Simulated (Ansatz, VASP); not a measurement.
**One calculation of Ti2SnTe3, two programs**

```xyz
6
Lattice="4.1545 0.0000 0.0000 0.0000 4.1545 0.0000 0.0000 0.0000 9.1653" Properties=species:S:1:pos:R:3 pbc="T T T"
Ti    2.0773    0.0000    6.7749
Ti    0.0000    2.0773    2.3904
Sn    2.0773    2.0773    0.0000
Te    2.0773    0.0000    3.5174
Te    0.0000    2.0773    5.6479
Te    0.0000    0.0000    0.0000
```

Change from the starting cell: species swapped into the Zr2Sb3Pd type (P-4m2, No. 115).

Alike in both runs: task relaxation of cell and atoms; functional PBE; k mesh 4 × 4 × 2; occupations gaussian, width 0.1 eV; no spin polarisation.

|  | VASP | Ansatz |
| --- | --- | --- |
| version | VASP 6.6.1 | Ansatz 0.2.0 |
| potentials or method | VASP PAW PBE potentials, release 64 (Ti_sv, Sn_d, Te), cutoff 600 eV | scalar-relativistic, plane waves, PAW |
| valence electrons in the cell | 56 | 86 |

|  | VASP | Ansatz | Ansatz less VASP |
| --- | --- | --- | --- |
| gap on the k mesh at the Fermi level, each at its own relaxed structure (eV) | none | none | - |
| relaxed volume (Å³/atom) | 23.78 | 23.75 | -0.022 |
| relaxed cell length with the largest relative difference (Å) | 8.100 | 8.094 | -0.0058 |

A gap of «none» marks a metal or a gap that the smearing closes. VASP's potentials hold 56 valence electrons a cell and Ansatz's 86, so a difference there can come from the potentials and not from the codes.

The k mesh is coarse, so the values compare programs but aren't converged. Neither program's run includes spin-orbit coupling.
